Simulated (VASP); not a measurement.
# KF (Fm-3m) in VASP: further runs, part 2 of 2

VASP 6.6.1. Earlier steps stand in the parts before.

### Step 4. Single point, RPBE

INCAR

```
SYSTEM = KF
PREC = Accurate ; ENCUT = 600
EDIFF = 1E-6 ; ISMEAR = -1
SIGMA = 0.2585199978643553 ; LREAL = .False.
LASPH = .True. ; NELM = 120
ALGO = Normal ; ISIF = 2
LWAVE = .False. ; LCHARG = .True.
GGA = RP ; LELF = .True.
LVHAR = .True. ; NBANDS = 15
GGA_COMPAT = .False.
```

KPOINTS

```
regular mesh
0
Gamma
  6 6 6
  0 0 0
```

POSCAR

```
KF
1.0
    0.0000000000      2.6544134050      2.6544134050
    2.6544134050      0.0000000000      2.6544134050
    2.6544134050      2.6544134050      0.0000000000
K F
1 1
Direct
    0.0000000000      0.0000000000      0.0000000000
    0.5000000000      0.5000000000      0.5000000000
```

Potentials or basis: VASP PAW PBE potentials, release 64 (K_sv, F).

The run is started by

```sh
$ cat potpaw_PBE.64/K_sv/POTCAR potpaw_PBE.64/F/POTCAR > POTCAR
$ mpirun -np 1 vasp_std > vasp.out
```

OUTCAR:

```text
SYSTEM = KF
   PREC = Accurate
   ENCUT = 600
   EDIFF = 1E-6
   ISMEAR = -1
   LREAL = .False.
   LASPH = .True.
   NELM = 120
   ISIF = 2
   GGA = RP

 ion  position               nearest neighbor table
   1  0.000  0.000  0.000-   2 2.65   2 2.65   2 2.65   2 2.65   2 2.65   2 2.65
   2  0.500  0.500  0.500-   1 2.65   1 2.65   1 2.65   1 2.65   1 2.65   1 2.65

  LATTYP: Found a face centered cubic cell.
 ALAT       =     5.3088268100

  Lattice vectors:

 A1 = (   0.0000000000,   2.6544134050,   2.6544134050)
 A2 = (   2.6544134050,   0.0000000000,   2.6544134050)
 A3 = (   2.6544134050,   2.6544134050,   0.0000000000)

Analysis of symmetry for initial positions (statically):
=====================================================================
 Subroutine PRICEL returns:
 Original cell was already a primitive cell.

 Routine SETGRP: Setting up the symmetry group for a
 face centered cubic supercell.

 Subroutine GETGRP returns: Found 48 space group operations
 (whereof 48 operations were pure point group operations)
 out of a pool of 48 trial point group operations.

The static configuration has the point symmetry O_h .

Analysis of symmetry for dynamics (positions and initial velocities):
=====================================================================
 Subroutine PRICEL returns:
 Original cell was already a primitive cell.

 Routine SETGRP: Setting up the symmetry group for a
 face centered cubic supercell.

 Subroutine GETGRP returns: Found 48 space group operations
 (whereof 48 operations were pure point group operations)
 out of a pool of 48 trial point group operations.

The dynamic configuration has the point symmetry O_h .

 Subroutine INISYM returns: Found 48 space group operations
 (whereof 48 operations are pure point group operations),
 and found     1 'primitive' translations

----------------------------------------------------------------------------------------

                                     Primitive cell
[... 111 lines left out ...]
   LEPSILON=     F    determine dielectric tensor
   LRPA    =     F    only Hartree local field effects (RPA)
 non-spin polarized calculation
  energy-cutoff  :      600.00
  volume of cell :       37.41
 maximum number of plane-waves:      1272
 NGX is ok and might be reduce to    30
   NGX = 15   NGY = 15   NGZ = 15

 number of electron      16.0000003 magnetization

 Free energy of the ion-electron system (eV)
  ---------------------------------------------------
  ext. energy  EPLUGINS =         0.00000000
  ---------------------------------------------------
  free energy    TOTEN  =        -7.83616385 eV

  energy without entropy =       -7.83615976  energy(sigma->0) =       -7.83616180

 E-fermi :   1.4340     XC(G=0):  -8.0519

 val. band max:       -2.5244647632   @ k =   0.0000   0.0000   0.0000
 cond. band min:       4.0881600640   @ k =   0.0000   0.0000   0.0000
 fundamental gap:      6.6126248272
 Fermi energy:         1.4339664931

 k-point     1 :       0.0000    0.0000    0.0000
  band No.  band energies     occupation
      1     -28.7872      2.00000
      2     -21.3154      2.00000
      3     -11.9861      2.00000
      4     -11.9861      2.00000
      5     -11.9861      2.00000
      6      -2.5245      2.00000
      7      -2.5245      2.00000
      8      -2.5245      2.00000
      9       4.0882      0.00007
     10       8.3201      0.00000
     11       8.3201      0.00000
     12       8.3201      0.00000
     13       9.9497      0.00000
     14       9.9497      0.00000
[... 257 lines left out ...]
      2     -21.3554      2.00000
      3     -12.4620      2.00000
      4     -12.2880      2.00000
      5     -12.1039      2.00000
      6      -2.8431      2.00000
      7      -2.7054      2.00000
      8      -2.6358      2.00000
      9       6.6862      0.00000
     10       8.4451      0.00000
     11       8.6457      0.00000
     12      11.1566      0.00000
     13      11.7753      0.00000
     14      12.9482      0.00000
     15      13.0779      0.00000

------------------------ aborting loop because EDIFF is reached ----------------------------------------

  FORCE on cell =-STRESS in cart. coord.  units (eV):
  Direction    XX          YY          ZZ          XY          YZ          ZX
  --------------------------------------------------------------------------------------
  -------------------------------------------------------------------------------------
  Total        1.1452225      1.1452225      1.1452225      0.0000000      0.0000000     -0.0000000
  in kB       49.0529117     49.0529117     49.0529117      0.0000000      0.0000000     -0.0000000
  external PRESSURE =      49.0529117 kB  Pullay stress =       0.0000000 kB

 VOLUME and BASIS-vectors are now :
 -----------------------------------------------------------------------------
  energy-cutoff  :      600.00
  volume of cell :       37.41
      direct lattice vectors                 reciprocal lattice vectors
     0.000000000  2.654413405  2.654413405    -0.188365535  0.188365535  0.188365535
     2.654413405  0.000000000  2.654413405     0.188365535 -0.188365535  0.188365535
     2.654413405  2.654413405  0.000000000     0.188365535  0.188365535 -0.188365535

 POSITION                                       TOTAL-FORCE (eV/Angst)
 -----------------------------------------------------------------------------------
      0.00000      0.00000      0.00000        -0.000000     -0.000000      0.000000
      2.65441      2.65441      2.65441         0.000000      0.000000     -0.000000
 -----------------------------------------------------------------------------------
    total drift:                                0.000000      0.000000      0.000000

  FREE ENERGIE OF THE ION-ELECTRON SYSTEM (eV)
  ---------------------------------------------------
  free  energy   TOTEN  =        -7.8361638451 eV

  energy  without entropy=       -7.8361597553  energy(sigma->0) =       -7.83616180
```

OSZICAR:

```text
N       E                     dE             d eps       ncg     rms          rms(c)
DAV:   1     0.118612123678E+03    0.11861E+03   -0.89807E+03   480   0.116E+03
DAV:   2    -0.443083859418E+01   -0.12304E+03   -0.11318E+03   627   0.296E+02
DAV:   3    -0.897548009277E+01   -0.45446E+01   -0.45260E+01   606   0.515E+01
DAV:   4    -0.909254279817E+01   -0.11706E+00   -0.11705E+00   669   0.783E+00
DAV:   5    -0.909392304883E+01   -0.13803E-02   -0.13802E-02   622   0.743E-01    0.645E+00
DAV:   6    -0.782281080267E+01    0.12711E+01   -0.36040E+00   522   0.151E+01    0.383E+00
DAV:   7    -0.781446080235E+01    0.83500E-02   -0.67402E-02   571   0.235E+00    0.216E+00
DAV:   8    -0.783170099973E+01   -0.17240E-01   -0.63926E-02   508   0.256E+00    0.210E-01
DAV:   9    -0.783482071665E+01   -0.31197E-02   -0.58052E-03   585   0.630E-01    0.145E-01
DAV:  10    -0.783598416349E+01   -0.11634E-02   -0.98338E-04   515   0.276E-01    0.594E-02
DAV:  11    -0.783615571263E+01   -0.17155E-03   -0.21714E-04   508   0.139E-01    0.207E-02
DAV:  12    -0.783616242587E+01   -0.67132E-05   -0.19919E-05   543   0.456E-02    0.553E-03
DAV:  13    -0.783616374428E+01   -0.13184E-05   -0.65422E-06   550   0.240E-02    0.328E-03
DAV:  14    -0.783616384510E+01   -0.10082E-06   -0.22851E-07   478   0.483E-03
   1 F= -.78361638E+01 E0= -.78361618E+01  d E =-.408981E-05
```

Run time: 14 s. Hardware: 1 thread of Intel Xeon Platinum 8259CL at 2.50GHz (Skylake/Cascade Lake), shared host; peak memory 0.17 GiB.

Results:

* Free energy: -7.8362 eV
* Pressure: 4.9 GPa
* Band gap on the k mesh: 6.61 eV

Levels at points of the mesh, in eV from the valence-band top:
```tsv
k point	band 6	band 7	band 8	band 9	band 10	band 11
(0.00, 0.00, 0.00)	0.00	0.00	0.00	6.61	10.84	10.84
(0.50, 0.00, 0.00)	-0.78	-0.35	-0.35	9.39	11.10	12.23
(0.50, 0.50, 0.00)	-0.20	-0.05	-0.05	8.45	10.56	12.33
```

Caveat: the cell stands under pressure; the PAW data sets were made with another functional, which shifts forces and pressure a little.

### Step 5. Single point, LDA

INCAR

```
  PREC = Accurate
  ENCUT = 600
  EDIFF = 1E-6
  ISMEAR = 0
  SIGMA = 0.01
  LREAL = F
  LASPH = T
  NELM = 120
  ALGO = Normal
  ISIF = 2
  LWAVE = F
  LCHARG = F
  GGA = CA
  NBANDS = 15
  GGA_COMPAT = F
```

KPOINTS

```
regular mesh
0
Gamma
  6 6 6
```

POSCAR is that of step 4.

Potentials or basis: VASP PAW LDA potentials, release 64 (K_sv, F).

The run is started by

```sh
$ cat potpaw_LDA.64/K_sv/POTCAR potpaw_LDA.64/F/POTCAR > POTCAR
$ mpirun -np 1 vasp_std > vasp.out
```

OUTCAR:

```text
PREC = Accurate
   ENCUT = 600
   EDIFF = 1E-6
   ISMEAR = 0
   LREAL = F
   LASPH = T
   NELM = 120
   ISIF = 2
   GGA = CA

 ion  position               nearest neighbor table
   1  0.000  0.000  0.000-   2 2.65   2 2.65   2 2.65   2 2.65   2 2.65   2 2.65
   2  0.500  0.500  0.500-   1 2.65   1 2.65   1 2.65   1 2.65   1 2.65   1 2.65

  LATTYP: Found a face centered cubic cell.
 ALAT       =     5.3088268100

  Lattice vectors:
[... 463 lines left out ...]
     14      11.8353      0.00000
     15      12.1946      0.00000

------------------------ aborting loop because EDIFF is reached ----------------------------------------

  FORCE on cell =-STRESS in cart. coord.  units (eV):
  Direction    XX          YY          ZZ          XY          YZ          ZX
  --------------------------------------------------------------------------------------
  -------------------------------------------------------------------------------------
  Total       -0.6776127     -0.6776127     -0.6776127      0.0000000      0.0000000      0.0000000
  in kB      -29.0239460    -29.0239460    -29.0239460      0.0000000      0.0000000      0.0000000
  external PRESSURE =     -29.0239460 kB  Pullay stress =       0.0000000 kB

 VOLUME and BASIS-vectors are now :
 -----------------------------------------------------------------------------
  energy-cutoff  :      600.00
  volume of cell :       37.41
      direct lattice vectors                 reciprocal lattice vectors
     0.000000000  2.654413405  2.654413405    -0.188365535  0.188365535  0.188365535
     2.654413405  0.000000000  2.654413405     0.188365535 -0.188365535  0.188365535
     2.654413405  2.654413405  0.000000000     0.188365535  0.188365535 -0.188365535

 POSITION                                       TOTAL-FORCE (eV/Angst)
 -----------------------------------------------------------------------------------
      0.00000      0.00000      0.00000         0.000000      0.000000      0.000000
      2.65441      2.65441      2.65441        -0.000000     -0.000000     -0.000000
 -----------------------------------------------------------------------------------
    total drift:                                0.000000      0.000000      0.000000

  FREE ENERGIE OF THE ION-ELECTRON SYSTEM (eV)
  ---------------------------------------------------
  free  energy   TOTEN  =        -9.0496391627 eV

  energy  without entropy=       -9.0496391627  energy(sigma->0) =       -9.04963916
```

OSZICAR:

```text
N       E                     dE             d eps       ncg     rms          rms(c)
DAV:   1     0.123802864790E+03    0.12380E+03   -0.88581E+03   480   0.117E+03
DAV:   2    -0.515494158048E+01   -0.12896E+03   -0.11453E+03   620   0.301E+02
DAV:   3    -0.101184141755E+02   -0.49635E+01   -0.49350E+01   620   0.545E+01
DAV:   4    -0.102466551511E+02   -0.12824E+00   -0.12823E+00   663   0.864E+00
DAV:   5    -0.102475709889E+02   -0.91584E-03   -0.91579E-03   642   0.703E-01    0.610E+00
DAV:   6    -0.913034118259E+01    0.11172E+01   -0.31760E+00   494   0.147E+01    0.416E+00
DAV:   7    -0.907747028889E+01    0.52871E-01   -0.82071E-02   606   0.223E+00    0.247E+00
DAV:   8    -0.904953145800E+01    0.27939E-01   -0.49162E-02   564   0.217E+00    0.214E-01
DAV:   9    -0.904949423463E+01    0.37223E-04   -0.29177E-03   557   0.476E-01    0.994E-02
DAV:  10    -0.904963619894E+01   -0.14196E-03   -0.26580E-04   610   0.171E-01    0.501E-02
DAV:  11    -0.904964009743E+01   -0.38985E-05   -0.46061E-05   605   0.775E-02    0.142E-02
DAV:  12    -0.904963903877E+01    0.10587E-05   -0.57771E-06   591   0.278E-02    0.233E-03
DAV:  13    -0.904963916268E+01   -0.12392E-06   -0.37217E-07   408   0.567E-03
   1 F= -.90496392E+01 E0= -.90496392E+01  d E =-.120352E-33
```

Wall time 10 s (1 thread of Intel Xeon Platinum 8259CL at 2.50GHz (Skylake/Cascade Lake), shared host); peak memory 0.15 GiB.

Results:

| Property | Result |
| --- | --- |
| Free energy | -9.0496 eV |
| Pressure | -2.9 GPa |
| Band gap on the k mesh | 5.89 eV |

### Step 6. Summary

```tsv
level	potentials or basis	smearing	gap on the mesh (eV)	pressure (GPa)
PBE	VASP PAW PBE potentials, release 64 (K_sv, F)	gaussian 0.1 eV	6.27	2.1
LDA	VASP PAW LDA potentials, release 64 (K_sv, F)	gaussian 0.1 eV	5.89	-2.9
RPBE	VASP PAW PBE potentials, release 64 (K_sv, F)	fermi-dirac 0.25852 eV	6.61	4.9
LDA	VASP PAW LDA potentials, release 64 (K_sv, F)	gaussian 0.01 eV	5.89	-2.9
```

Alike in all rows: task single point; no spin polarisation; cell as given; k mesh 6 × 6 × 6; cutoff (eV) 600.

Caveats: the cell stands under pressure (at least some runs); the PAW data sets were made with another functional, which shifts forces and pressure a little (at least some runs).

Absolute energies hang on the potentials; compare differences alone.
